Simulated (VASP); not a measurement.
# KTaO3 (P1) in VASP: notebook

Runs on KTaO3. Level: r2SCAN. Tasks: single point.

Program: VASP 6.6.1. These are calculated values, not measurements. Logs are shortened: lines on timing, memory, paths and dates and some standing lists are left out, and cuts for length are marked.

### Step 1. The cell of the first run

The typed cell holds 40 atoms: a = 8.121 Å, b = 8.121 Å, c = 8.121 Å, α = 90.00°, β = 90.00°, γ = 90.00°.

### Step 2. Single point, r2SCAN

POSCAR

```
KTaO3
1.0
    8.1212400000      0.0000000000      0.0000000000
    0.0000000000      8.1212400000      0.0000000000
    0.0000000000      0.0000000000      8.1212400000
K Ta O
8 8 24
Direct
    0.0288872143     -0.0299461659     -0.0096906384
    0.0135570430      0.0295151972      0.5103777256
   -0.0066738577      0.4815028247      0.0542774256
   -0.0151331570      0.5061419192      0.4955893435
    0.4893341411     -0.0212898523      0.0060458748
    0.4070437519      0.0019701425      0.5079519876
    0.5084322099      0.5450399200     -0.0250331230
    0.5037161813      0.5358664440      0.4601760322
    0.2464278854      0.2726307805      0.2512547345
    0.2737389857      0.2507621989      0.7645999872
    0.2614994754      0.7435810295      0.2385596288
    0.2458368426      0.7280415306      0.7420787958
    0.7216016273      0.2151641867      0.2474745236
    0.7473858672      0.2505282445      0.7624451438
    0.7647231211      0.7439996848      0.2754628604
    0.7570888189      0.7559313602      0.7485186991
    0.2547147972      0.2728893617      0.0196644847
    0.0302293738      0.2473637031      0.2462185578
    0.2571035950      0.0107865301      0.2455166945
    0.2440883412      0.2688505696      0.4878565342
   -0.0194551571      0.3135235506      0.8148386207
    0.2175037310      0.0537848900      0.7532962947
    0.2104358448      0.7303933882     -0.0389595678
    0.0167708380      0.7449847560      0.2456521418
    0.2724460797      0.5264220735      0.1958814171
    0.2572021021      0.7443937133      0.4575040265
   -0.0223488039      0.7596253774      0.7388034340
    0.2518457772      0.5076318395      0.6954849259
    0.7354911319      0.2859169289     -0.0157365131
    0.5118060789      0.2191414119      0.2189690244
    0.7811122439      0.0151700972      0.1860183913
    0.7795853835      0.2126522551      0.4810102891
    0.4924248021      0.2786397151      0.7325728583
    0.7611029843      0.0197753052      0.7711999645
    0.7100270402      0.7326097985      0.0067969916
    0.5191941132      0.7734286882      0.2464771390
    0.7591820953      0.5220261930      0.2721751851
    0.7537642035      0.7907043752      0.5020415602
    0.4650521349      0.7734902552      0.7109505445
    0.7269702656      0.5217429851      0.6824696721
```

INCAR.step1

```
SYSTEM = KTaO3
  PREC = Accurate
  ENCUT = 520
  ISMEAR = -1
  SIGMA = 0.05
  LREAL = Auto
  LASPH = .True.
  NELM = 80
  NBANDS = 178
  GGA = PE
  ALGO = Normal
  EDIFF = 1E-4
  LWAVE = .True.
  LCHARG = .False.
```

INCAR.step2

```
SYSTEM = KTaO3
  PREC = Accurate
  ENCUT = 520
  EDIFF = 1E-6
  ISMEAR = -1
  SIGMA = 0.05
  LREAL = Auto
  LASPH = .True.
  NELM = 80
  ALGO = Normal
  ISIF = 2
  LWAVE = .False.
  LCHARG = .True.
  METAGGA = R2SCAN
  LMIXTAU = .True.
  LELF = .True.
  LVHAR = .True.
  NBANDS = 178
  ISTART = 1
```

KPOINTS

```
regular mesh
0
Gamma
  1 1 1
  0 0 0
```

Potentials or basis: VASP PAW PBE potentials, release 64 (K_sv, Ta_pv, O).

Launch:

```console
> cat potpaw_PBE.64/K_sv/POTCAR potpaw_PBE.64/Ta_pv/POTCAR potpaw_PBE.64/O/POTCAR > POTCAR
> cp INCAR.step1 INCAR
> mpirun -np 1 vasp_gam > vasp.out
> cp INCAR.step2 INCAR
> mpirun -np 1 vasp_gam > vasp.out
```

OUTCAR:

```text
SYSTEM = KTaO3
   PREC = Accurate
   ENCUT = 520
   EDIFF = 1E-6
   ISMEAR = -1
   LREAL = Auto
   LASPH = .True.
   NELM = 80
   ISIF = 2
   METAGGA = R2SCAN
   ISTART = 1

 ion  position               nearest neighbor table
   1  0.029  0.970  0.990-  23 2.45  22 2.55  31 2.59  27 2.70  24 2.77  19 2.80  34 2.84  11 3.32
                            12 3.32  16 3.43  10 3.54  15 3.65   9 3.69   5 3.74
   2  0.014  0.030  0.510-  32 2.42  22 2.58  20 2.70  18 2.78  38 2.87  27 2.89   6 3.20   9 3.45
                            10 3.46  14 3.48  13 3.53  16 3.61  12 3.62  15 3.62
   3  0.993  0.482  0.054-  21 2.38  18 2.48  25 2.57  37 2.62  24 2.65  29 2.69  17 2.73  23 2.79
                             9 3.11  15 3.35  11 3.39  13 3.47   4 3.59  14 3.62
   4  0.985  0.506  0.496-  37 2.58  40 2.59  28 2.71  24 2.82  27 2.85  20 2.85  15 3.18  12 3.43
                            16 3.43   9 3.47  14 3.57   3 3.59  11 3.62
   5  0.489  0.979  0.006-  36 2.58  30 2.61  35 2.68  19 2.72  31 2.80  11 3.26  13 3.33  10 3.43
                            16 3.52   7 3.53  12 3.56  14 3.63  15 3.66   9 3.68   1 3.74
   6  0.407  0.002  0.508-  26 2.45  19 2.46  39 2.53  20 2.54  22 2.55  10 3.10   2 3.20  12 3.21
                            11 3.25   9 3.30
   7  0.508  0.545  0.975-  35 2.25  25 2.63  29 2.80  23 2.85  39 2.86  36 2.88  12 3.21  16 3.22
                            11 3.35  10 3.50  14 3.53   5 3.53  15 3.59
   8  0.504  0.536  0.460-  40 2.56  37 2.58  36 2.60  26 2.62  28 2.81  39 2.82  25 2.85  15 3.10
                            11 3.16   9 3.44  12 3.47  13 3.59  16 3.59
   9  0.246  0.273  0.251-  18 1.77  17 1.88  20 1.92  25 2.12  19 2.13  30 2.21   3 3.11   6 3.30
                             8 3.44   2 3.45   4 3.47   5 3.68   1 3.69
  10  0.274  0.251  0.765-  22 1.67  33 1.81  17 2.08  28 2.17  20 2.27  21 2.47   6 3.10   5 3.43
                             2 3.46   7 3.50   1 3.54
  11  0.261  0.744  0.239-  26 1.78  25 1.80  24 1.99  36 2.11  19 2.17  23 2.29   8 3.16   6 3.25
                             5 3.26   1 3.32   7 3.35   3 3.39   4 3.62
  12  0.246  0.728  0.742-  23 1.80  28 1.83  39 1.84  27 2.19  26 2.32  22 2.66   6 3.21   7 3.21
                             1 3.32   4 3.43   8 3.47   5 3.56   2 3.62
  13  0.722  0.215  0.247-  30 1.72  31 1.77  32 1.95  29 2.22  37 2.52  18 2.52   5 3.33   3 3.47
                             2 3.53   8 3.59
  14  0.747  0.251  0.762-  29 1.83  34 1.88  21 2.01  33 2.10  40 2.30  32 2.32   2 3.48   7 3.53
                             4 3.57   3 3.62   5 3.63
  15  0.765  0.744  0.275-  37 1.80  38 1.88  36 2.02  24 2.06  35 2.23  31 2.32   8 3.10   4 3.18
                             3 3.35   7 3.59   2 3.62   1 3.65   5 3.66
  16  0.757  0.756  0.749-  27 1.79  40 1.99  38 2.02  35 2.14  34 2.15  39 2.40   7 3.22   1 3.43
                             4 3.43   5 3.52   8 3.59   2 3.61
  17  0.255  0.273  0.020-   9 1.88  10 2.08   3 2.73
  18  0.030  0.247  0.246-   9 1.77   3 2.48  13 2.52   2 2.78
  19  0.257  0.011  0.246-   9 2.13  11 2.17   6 2.46   5 2.72   1 2.80
  20  0.244  0.269  0.488-   9 1.92  10 2.27   6 2.54   2 2.70   4 2.85
  21  0.981  0.314  0.815-  14 2.01   3 2.38  10 2.47
  22  0.218  0.054  0.753-  10 1.67   1 2.55   6 2.55   2 2.58  12 2.66
  23  0.210  0.730  0.961-  12 1.80  11 2.29   1 2.45   3 2.79   7 2.85
  24  0.017  0.745  0.246-  11 1.99  15 2.06   3 2.65   1 2.77   4 2.82
  25  0.272  0.526  0.196-  11 1.80   9 2.12   3 2.57   7 2.63   8 2.85
  26  0.257  0.744  0.458-  11 1.78  12 2.32   6 2.45   8 2.62
  27  0.978  0.760  0.739-  16 1.79  12 2.19   1 2.70   4 2.85   2 2.89
  28  0.252  0.508  0.695-  12 1.83  10 2.17   4 2.71   8 2.81
  29  0.735  0.286  0.984-  14 1.83  13 2.22   3 2.69   7 2.80
  30  0.512  0.219  0.219-  13 1.72   9 2.21   5 2.61
  31  0.781  0.015  0.186-  13 1.77  15 2.32   1 2.59   5 2.80
  32  0.780  0.213  0.481-  13 1.95  14 2.32   2 2.42
  33  0.492  0.279  0.733-  10 1.81  14 2.10
  34  0.761  0.020  0.771-  14 1.88  16 2.15   1 2.84
  35  0.710  0.733  0.007-  16 2.14  15 2.23   7 2.25   5 2.68
  36  0.519  0.773  0.246-  15 2.02  11 2.11   5 2.58   8 2.60   7 2.88
  37  0.759  0.522  0.272-  15 1.80  13 2.52   8 2.58   4 2.58   3 2.62
  38  0.754  0.791  0.502-  15 1.88  16 2.02   2 2.87
  39  0.465  0.773  0.711-  12 1.84  16 2.40   6 2.53   8 2.82   7 2.86
  40  0.727  0.522  0.682-  16 1.99  14 2.30   8 2.56   4 2.59

  LATTYP: Found a simple cubic cell.
 ALAT       =     8.1212400000

  Lattice vectors:

 A1 = (   8.1212400000,   0.0000000000,   0.0000000000)
 A2 = (   0.0000000000,   8.1212400000,   0.0000000000)
 A3 = (   0.0000000000,   0.0000000000,   8.1212400000)

Analysis of symmetry for initial positions (statically):
=====================================================================
 Subroutine PRICEL returns:
 Original cell was already a primitive cell.

 Routine SETGRP: Setting up the symmetry group for a
 simple cubic supercell.

 Subroutine GETGRP returns: Found  1 space group operations
 (whereof  1 operations were pure point group operations)
 out of a pool of 48 trial point group operations.

The static configuration has the point symmetry C_1 .

Analysis of symmetry for dynamics (positions and initial velocities):
[... 128 lines left out ...]
     0.000000000  0.123133906  0.000000000     0.000000000  1.000000000  0.000000000
     0.000000000  0.000000000  0.123133906     0.000000000  0.000000000  1.000000000

  Length of vectors
     0.123133906  0.123133906  0.123133906

  Shift w.r.t. Gamma in fractional coordinates (k-lattice)
     0.000000000  0.000000000  0.000000000

 Subroutine IBZKPT returns following result:
 ===========================================

 Found      1 irreducible k-points:

 Following reciprocal coordinates:
            Coordinates               Weight
  0.000000  0.000000  0.000000      1.000000
   k-points           NKPTS =      1   k-points in BZ     NKDIM =      1   number of bands    NBANDS=    178
   number of dos      NEDOS =    301   number of ions     NIONS =     40
   total plane-waves  NPLWV = 216000
   dimension x,y,z NGX =    60 NGY =   60 NGZ =   60
   dimension x,y,z NGXF=   120 NGYF=  120 NGZF=  120
   ions per type =               8   8  24
   NGX,Y,Z   is equivalent  to a cutoff of  12.28, 12.28, 12.28 a.u.
   NGXF,Y,Z  is equivalent  to a cutoff of  24.56, 24.56, 24.56 a.u.
 SYSTEM =  KTaO3
   PREC   = accura    normal or accurate (medium, high low for compatibility)
   ISTART =      1    job   : 0-new  1-cont  2-samecut
   ICHARG =      0    charge: 1-file 2-atom 10-const
   ISPIN  =      1    spin polarized calculation?
   LNONCOLLINEAR =      F non collinear calculations
   LSORBIT =      F    spin-orbit coupling
   LASPH  =      T    aspherical Exc in radial PAW
   ENCUT  =  520.0 eV  38.22 Ry    6.18 a.u.  15.10 15.10 15.10*2*pi/ulx,y,z
   NELM   =     80;   NELMIN=  2; NELMDL=  0     # of ELM steps
   EDIFF  = 0.1E-05   stopping-criterion for ELM
   LREAL  =      T    real-space projection
   EDIFFG = 0.1E-04   stopping-criterion for IOM
   NSW    =      0    number of steps for IOM
   IBRION =     -1    ionic relax: 0-MD 1-quasi-New 2-CG
   NFREE  =      0    steps in history (QN), initial steepest desc. (CG)
   ISIF   =      2    stress and relaxation
   ISYM   =      2    0-nonsym 1-usesym 2-fastsym
   POTIM  = 0.5000    time-step for ionic-motion
   TEBEG  =    0.0;   TEEND  =   0.0 temperature during run
   PSTRESS=    0.0 pullay stress
   NELECT =     304.0000    total number of electrons
   NUPDOWN=      -1.0000    fix difference up-down
   EMIN   =  10.00;   EMAX   =-10.00  energy-range for DOS
   EFERMI =   0.00;   METHOD = LEGACY
   ISMEAR =    -1;   SIGMA  =   0.05  broadening in eV -4-tet -1-fermi 0-gaus
   EFERMI_NEDOS =   21; number of points for ismear=-14 and -15
   IALGO  =     38    algorithm
   IMIX   =      4    mixing-type and parameters
     AMIX     =   0.40;   BMIX     =  1.00
     AMIX_MAG =   1.60;   BMIX_MAG =  1.00
  volume/ion in A,a.u.               =      13.39        90.37
  Fermi-wavevector in a.u.,A,eV,Ry     =   1.355430  2.561391 24.996485  1.837190
  Thomas-Fermi vector in A             =   2.482518
   LORBIT       =      0    0 simple, 1 ext, 2 COOP (PROOUT), +10 PAW based schemes
   METAGGA = R2SCAN    functional components
   LHFCALC =     F    Hartree Fock is set to
   AEXX    =    0.0000 exact exchange contribution
   IVDW    =     0    specifies the selected vdW correction
   LEPSILON=     F    determine dielectric tensor
   LRPA    =     F    only Hartree local field effects (RPA)
 non-spin polarized calculation
  energy-cutoff  :      520.00
  volume of cell :      535.63
 maximum number of plane-waves:      7206
   NGX = 31   NGY = 31   NGZ = 31

 number of electron     304.0000040 magnetization

 Free energy of the ion-electron system (eV)
  ---------------------------------------------------
  ext. energy  EPLUGINS =         0.00000000
  ---------------------------------------------------
  free energy    TOTEN  =      -681.92825837 eV

  energy without entropy =     -681.92825837  energy(sigma->0) =     -681.92825837

 E-fermi :   2.9224     XC(G=0): -11.1860

 val. band max:        1.5923447140   @ k =   0.0000   0.0000   0.0000
 cond. band min:       4.4648571584   @ k =   0.0000   0.0000   0.0000
 fundamental gap:      2.8725124444
 Fermi energy:         2.9224273794

 k-point     1 :       0.0000    0.0000    0.0000
  band No.  band energies     occupation
      1     -35.0105      2.00000
      2     -34.8118      2.00000
      3     -34.5254      2.00000
      4     -34.5127      2.00000
      5     -34.4707      2.00000
      6     -34.4624      2.00000
[... 156 lines left out ...]
    163       6.2546      0.00000
    164       6.3620      0.00000
 [bands above 164 left out]

------------------------ aborting loop because EDIFF is reached ----------------------------------------

  FORCE on cell =-STRESS in cart. coord.  units (eV):
  Direction    XX          YY          ZZ          XY          YZ          ZX
  --------------------------------------------------------------------------------------
  -------------------------------------------------------------------------------------
  Total       25.2213209     23.1234118      8.9128737     -0.2589158     -1.1997911     -0.6263141
  in kB       75.4416843     69.1664459     26.6600710     -0.7744657     -3.5887995     -1.8734224
  external PRESSURE =      57.0894004 kB  Pullay stress =       0.0000000 kB

 VOLUME and BASIS-vectors are now :
 -----------------------------------------------------------------------------
  energy-cutoff  :      520.00
  volume of cell :      535.63
      direct lattice vectors                 reciprocal lattice vectors
     8.121240000  0.000000000  0.000000000     0.123133906  0.000000000  0.000000000
     0.000000000  8.121240000  0.000000000     0.000000000  0.123133906  0.000000000
     0.000000000  0.000000000  8.121240000     0.000000000  0.000000000  0.123133906

 POSITION                                       TOTAL-FORCE (eV/Angst)
 -----------------------------------------------------------------------------------
      0.23460      7.87804      8.04254        -0.974421      1.304008      0.714956
      0.11010      0.23970      4.14490        -0.044502     -0.552868     -0.630505
      8.06704      3.91040      0.44080        -0.562882      0.835682     -1.127863
      7.99834      4.11050      4.02480         0.529039     -0.714329      0.425700
      3.97400      7.94834      0.04910         0.267850      0.321379     -0.272125
      3.30570      0.01600      4.12520         2.269999      0.240004     -0.676449
[... 32 lines left out ...]
      3.77680      6.28170      5.77380         1.225264      0.900774      0.901445
      5.90390      4.23720      5.54250        -0.138470      1.523667      1.386543
 -----------------------------------------------------------------------------------
    total drift:                               -0.017051      0.015933      0.003118

  FREE ENERGIE OF THE ION-ELECTRON SYSTEM (eV)
  ---------------------------------------------------
  free  energy   TOTEN  =      -681.9282583695 eV

  energy  without entropy=     -681.9282583695  energy(sigma->0) =     -681.92825837
```

It took 8 min on 1 thread of Intel Xeon Platinum 8488C (Sapphire Rapids), shared host; peak memory 0.55 GiB.

Results:

```yaml
Free_energy: -681.9283 eV
Pressure: 5.7 GPa
Largest_force: 10.248 eV/Å
Band_gap_on_the_k_mesh: 2.87 eV
```

Forces in eV/Å, atoms in the order of the input:
```
K   -0.974  1.304  0.715
K   -0.045 -0.553 -0.631
K   -0.563  0.836 -1.128
K    0.529 -0.714  0.426
K    0.268  0.321 -0.272
K    2.270  0.240 -0.676
K   -0.798 -1.891  0.219
K   -0.284 -1.042  1.178
Ta   0.345 -3.368  1.557
Ta  -2.398  9.613  2.620
Ta  -0.399  4.395  0.772
Ta  -0.254 -1.799 -1.354
Ta   5.724  2.563  2.218
Ta   3.291  1.087  0.398
Ta  -0.311  1.189 -2.638
Ta  -1.510 -2.916  2.501
O    0.920 -0.038 -5.896
O   -2.559  0.469 -0.215
O    0.244 -0.189 -1.285
O    0.518  0.581  1.588
O   -0.317 -1.375 -3.456
O   -1.287 -8.666 -1.122
O    0.922  0.685  1.416
O   -1.777  0.876 -0.483
O    1.118 -3.565  0.649
O   -1.315 -0.166  3.147
O    2.231  0.469 -0.622
O   -0.331  0.373  0.784
O   -1.198  0.339  1.760
O   -4.409  0.653  0.531
O    0.325 -2.795  0.125
O   -1.427  1.215 -0.520
O    2.330 -0.503  0.236
O   -0.751 -0.973 -0.793
O    2.370  1.500 -3.257
O   -0.763  0.255 -0.052
O   -0.137 -1.654 -0.193
O   -0.685  0.819 -0.536
O    1.225  0.901  0.901
O   -0.138  1.524  1.387
```

Caveat: the k points lie up to 0.77 Å⁻¹ apart; the PAW data sets were made with another functional, which shifts forces and pressure a little; spin-orbit coupling is left out, which moves the levels of the heavy elements; an odd mesh through Γ misses points on the zone boundary, where band edges can lie.

(Continued in part 2 of 4.)
